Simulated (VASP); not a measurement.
Set up this calculation in VASP 6.6.1, as the native input.

```yaml
Task: single point
Functional: PBE
Dispersion: D3(BJ)
Potentials_or_basis: VASP PAW PBE potentials, release 64 (Si)
Cutoff: 520 eV
k_mesh: 2 × 2 × 2
Occupations: gaussian, width 0.02 eV
Spin: no spin polarisation
Dipole_correction: no
Further_INCAR_settings: LREAL = Auto; ALGO = Normal; EDIFF = 1e-06; NBANDS = 48
```

The structure of Si (a cell with a defect) lies in POSCAR:

```
Si
1.0
    0.0000000000      5.4300000000      5.4300000000
    5.4300000000      0.0000000000      5.4300000000
    5.4300000000      5.4300000000      0.0000000000
Si
17
Direct
    0.0001919173      0.0000386679      0.0001286582
    0.1224331468      0.1233757284      0.1231082772
   -0.0036160501     -0.0030731922      0.5032501078
    0.1223506798      0.1227418034      0.6315447302
   -0.0037511023      0.5034820788     -0.0033463860
    0.1223177168      0.6314572788      0.1226700847
   -0.0033789884      0.5029061800      0.5028533531
    0.1259234398      0.6245261742      0.6242185725
    0.5026549135     -0.0027992329     -0.0029357307
    0.6316098312      0.1227029868      0.1226587443
    0.5025454456     -0.0028726170      0.5027546941
    0.6237752375      0.1263580725      0.6245892894
    0.5025310425      0.5027974744     -0.0029555801
    0.6236527536      0.6247730006      0.1262428454
    0.4995177950      0.5000545236      0.4999171450
    0.6239896072      0.6246951607      0.6245643922
    0.2499250241      0.2500775421      0.2500998926
```

These files were run (other wordings do the same):

INCAR

```
SYSTEM = Si
ALGO     = Normal         ! electronic algorithm
EDIFF    = 1E-6           ! SCF threshold, eV
ENCUT    = 520            ! plane-wave cutoff, eV
GGA      = PE             ! functional
ISIF     = 2              ! what is computed and relaxed
ISMEAR   = 0              ! smearing method
IVDW     = 12             ! dispersion correction
LASPH    = .TRUE.         ! aspherical terms in the spheres
LCHARG   = .FALSE.        ! write CHGCAR
LREAL    = Auto         
LWAVE    = .FALSE.        ! write WAVECAR
NBANDS   = 48             ! bands
NELM     = 100            ! most SCF steps
PREC     = Accurate       ! precision mode
SIGMA    = 0.02           ! smearing width, eV
```

KPOINTS

```
k-points
0
G
  2 2 2
  0 0 0
```

Potentials or basis: VASP PAW PBE potentials, release 64 (Si).

The run is started by

```sh
$ cat potpaw_PBE.64/Si/POTCAR > POTCAR
$ mpirun -np 1 vasp_std > vasp.out
```

It gave:

The pressure is 2.4 GPa, the largest force is 0.021 eV/Å and the band gap on the k mesh is zero (bands 34 and 35 overlap by 0.25 eV). The dispersion energy per atom is -0.332 eV.

Caveat: the k points lie up to 0.50 Å⁻¹ apart.

It took 6.7 min on 1 thread of Intel Xeon 8259CL, on a shared host, peak memory 0.47 GiB.
